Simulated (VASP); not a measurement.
Runs of VASP 6.6.1 on KF. The structure is that of space group Fm-3m (No. 225), or close to it. The cells are those of the table. 

| level | cell | k mesh | smearing | gap on the mesh (eV) | pressure (GPa) |
| --- | --- | --- | --- | --- | --- |
| PBE | a = 3.787 Å, angles 58.2°, 2 atoms | 4 × 4 × 4 | gaussian 0.01 eV | 6.33 | 2.7 |
| r2SCAN | a = 3.717, b = 3.717, c = 3.610 Å, angles 60.9, 60.9, 58.1°, 2 atoms | 8 × 8 × 8 | gaussian 0.01 eV | 7.21 | 3.1 |
| PBE | a = 3.636 Å, angles 62.3°, 2 atoms | 4 × 4 × 4 | gaussian 0.01 eV | 6.48 | 4.1 |
| PBE | a = 3.717, b = 3.717, c = 3.610 Å, angles 60.9, 60.9, 58.1°, 2 atoms | 8 × 8 × 8 | fermi-dirac 0.02 eV | 6.54 | 5.3 |
| r2SCAN | a = 3.760, b = 3.770, c = 3.770 Å, angles 59.8, 60.1, 60.1°, 2 atoms | 8 × 8 × 8 | gaussian 0.01 eV | 6.88 | -0.2 |
| r2SCAN | a = 3.636 Å, angles 62.3°, 2 atoms | 8 × 8 × 8 | gaussian 0.01 eV | 7.16 | (b) |
| r2SCAN | a = 3.760 Å, angles 60.0°, 2 atoms | 8 × 8 × 8 | gaussian 0.01 eV | (a) | 0.0 |
| PBE | a = 3.636 Å, angles 62.3°, 2 atoms | 8 × 8 × 8 | fermi-dirac 0.02 eV | 6.48 | 4.1 |

Alike in all rows: task single point; potentials or basis VASP PAW PBE potentials, release 64 (K_sv, F); no spin polarisation; cutoff (eV) 520.

Question: Estimate the missing entries.

Answer: (a) 6.91; (b) 2.0.

Caveats: some runs use coarse meshes; the PAW data sets were made with another functional, which shifts forces and pressure a little (some runs).

A k mesh can miss the band edges.
